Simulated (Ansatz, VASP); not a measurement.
Pb in VASP and in Ansatz

Contents of INCAR:

```
SYSTEM = Pb
PREC = Accurate
ENCUT = 520
EDIFF = 1E-6
ISMEAR = 0
SIGMA = 0.1
LREAL = .False.
LASPH = .True.
NELM = 60
ALGO = Normal
ISIF = 2
LWAVE = .False.
LCHARG = .False.
GGA = PE
NBANDS = 21
```

File KPOINTS:

```
Automatic mesh
0
Gamma
  6 6 4
  0 0 0
```

POSCAR

```
Pb
1.0
    3.0386068135     -1.7503199600      0.0000000000
    3.0386068135      1.7503199600      0.0000000000
   -2.1154626375      0.0000000000      6.0952248674
Pb
2
Direct
    0.0914915900      0.0914915900      0.2737078000
    0.9085084100      0.9085084100      0.7262922000
```

Input for Ansatz:

```yaml
crystal:
  lattice:
    - [3.0386068135, -1.75031996, 0.0]
    - [3.0386068135, 1.75031996, 0.0]
    - [-2.1154626375, 0.0, 6.0952248674]
  atoms:
    - { symbol: Pb, position: [0.09149159, 0.09149159, 0.2737078] }
    - { symbol: Pb, position: [0.90850841, 0.90850841, 0.7262922] }
basis:
  ecutwfc: 420
kpoints:
  mp_grid: { grid: [6, 6, 4] }
hamiltonian:
  xc: pbe
scf:
  occupations: { method: gaussian, width: 0.1 }
output:
  forces: true
  stress: true
  eigenvalues: true
```

Alike in both runs: task single point; functional PBE; k mesh 6 × 6 × 4; occupations gaussian, width 0.1 eV; no spin polarisation.

|  | VASP | Ansatz |
| --- | --- | --- |
| version | VASP 6.6.1 | Ansatz 0.2.0 |
| potentials or method | VASP PAW PBE potentials, release 64 (Pb_d), cutoff 520 eV | scalar-relativistic, plane waves, PAW |
| valence electrons in the cell | 28 | 28 |

Ansatz gave:

- gap on the k mesh at the Fermi level (eV): none
- pressure (GPa): 1.3
- traceless stress, the component that is largest in VASP (GPa): 1.78
- rms of the force components (eV/Å): 0.108

**Question.** Which values does VASP return?

**Answer.** gap on the k mesh at the Fermi level (eV): none; pressure (GPa): 1.2; traceless stress, the component that is largest in VASP (GPa): 1.77; rms of the force components (eV/Å): 0.108.

Atom by atom the forces differ by 0.000 eV/Å (rms over components). A gap of «none» marks a metal or a gap that the smearing closes. The functional is the same, so the differences come from potentials, cutoffs and numerics.

Neither program's run includes spin-orbit coupling.
